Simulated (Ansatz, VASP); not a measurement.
Given: the input of a run of Ansatz 0.2.0 on NiMoIrPdW.

The input input.yaml:

```yaml
crystal:
  lattice:
    - [2.76078, 0.0, 0.0]
    - [-1.38039, 2.3909, 0.0]
    - [0.0, 0.0, 11.34051]
  atoms:
    - { symbol: Ni, position: [0.0, 0.0, 0.70917], spin: 1.0 }
    - { symbol: Mo, position: [0.66667, 0.33333, 0.29425], spin: 1.0 }
    - { symbol: Pd, position: [0.66667, 0.33333, 0.89901] }
    - { symbol: Ir, position: [0.0, 0.0, 0.10604], spin: 0.6 }
    - { symbol: W, position: [0.66667, 0.33333, 0.52921] }
kpoints:
  mp_grid: { grid: [7, 7, 2] }
scf:
  occupations: { method: fermi_dirac, width: 0.05 }
hamiltonian:
  xc: pbesol
  pseudopotentials: { kind: all_electron, datasets: crystal }
magnetization:
  spin_polarized: true
output:
  forces: true
  stress: true
relax:
  f_tol: 0.02
  max_steps: 60
  cell: {}
```

Potentials or basis: all-electron PAW datasets made for the crystal.

Run with:

```sh
$ ansatz run input.yaml --threads 8 --pin off --max-ram 24576MiB --backend cpu --events-out ev --progress --plain --runs-dir out
```

Problem. Set up the same calculation for VASP 6.6.1. Potentials there: VASP PAW PBE potentials, release 64 (Ni, Mo_sv, Pd, Ir, W_sv).

Solution. As run (the cutoff follows the program's own potentials):

INCAR

```
SYSTEM = NiMoIrPdW
PREC     = Accurate       ! precision mode
ENCUT    = 600            ! plane-wave cutoff, eV
EDIFF    = 1E-7           ! SCF threshold, eV
ISMEAR   = -1             ! smearing method
SIGMA    = 0.05           ! smearing width, eV
LREAL    = .False.        ! projectors in reciprocal space
LASPH    = .True.         ! aspherical terms in the spheres
NELM     = 150            ! most SCF steps
ALGO     = Normal         ! electronic algorithm
ISIF     = 3              ! what is computed and relaxed
LWAVE    = .False.        ! write WAVECAR
LCHARG   = .False.        ! write CHGCAR
ISPIN    = 2              ! spin polarisation
MAGMOM   = 1 1 0 0.6 0    ! initial moments
LORBIT   = 11             ! projections on sites
LMAXMIX  = 4              ! l up to which the mixer works
GGA      = PS             ! functional
IBRION   = 2              ! ionic algorithm
NSW      = 80             ! ionic steps
EDIFFG   = -0.02          ! ionic threshold
```

Contents of KPOINTS:

```
Automatic mesh
0
Gamma
  7 7 2
  0 0 0
```

Contents of POSCAR:

```
NiMoIrPdW
1.0
    2.7607800000      0.0000000000      0.0000000000
   -1.3803900000      2.3909000000      0.0000000000
    0.0000000000      0.0000000000     11.3405100000
Ni Mo Pd Ir W
1 1 1 1 1
Direct
    0.0000000000      0.0000000000      0.7091700000
    0.6666700000      0.3333300000      0.2942500000
    0.6666700000      0.3333300000      0.8990100000
    0.0000000000      0.0000000000      0.1060400000
    0.6666700000      0.3333300000      0.5292100000
```

Potentials or basis: VASP PAW PBE potentials, release 64 (Ni, Mo_sv, Pd, Ir, W_sv).

The run is started by

```bash
$ cat potpaw_PBE.64/Ni/POTCAR potpaw_PBE.64/Mo_sv/POTCAR potpaw_PBE.64/Pd/POTCAR potpaw_PBE.64/Ir/POTCAR potpaw_PBE.64/W_sv/POTCAR > POTCAR
$ mpirun -np 1 vasp_std > vasp.out
```

Both were run:

|  | VASP | Ansatz | Ansatz less VASP |
| --- | --- | --- | --- |
| net moment per atom (μB) | 0.00 | 0.00 | 0.000 |
| relaxed volume (Å³/atom) | 14.42 | 14.40 | -0.024 |
| relaxed length of the cell vector where the two differ most in proportion (Å) | 2.732 | 2.730 | -0.0019 |

VASP's potentials were made for PBE, not for PBEsol. Ansatz ran all-electron here, and VASP with PAW potentials.

The k mesh is coarse, so the values compare programs but aren't converged. Neither program's run includes spin-orbit coupling. Noted on Ansatz's run: the k mesh is thin for a metal, which can move the energy by tens of meV per atom; the program listed the state as in doubt.
